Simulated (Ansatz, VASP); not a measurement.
**One calculation of Mo, two programs**

```
Mo
1.0
     0.00000    2.84515    2.84515
     2.84515    0.00000    2.84515
     2.84515    2.84515    0.00000
Mo
2
Direct
  0.12500 0.12500 0.12500
  0.87500 0.87500 0.87500
```

Alike in both runs: task single point; functional PBE; k mesh 11 × 11 × 11; occupations fermi-dirac, width 0.1 eV; no spin polarisation.

```csv
,VASP,Ansatz
version,VASP 6.6.1,Ansatz 0.2.0
potentials or method,"VASP PAW PBE potentials, release 64 (Mo_sv), cutoff 520 eV","plane waves (420 eV) with PAW, scalar-relativistic"
valence electrons in the cell,28,28
```

|  | VASP | Ansatz | Ansatz less VASP |
| --- | --- | --- | --- |
| pressure (GPa) | 0.4 | 0.0 | -0.40 |
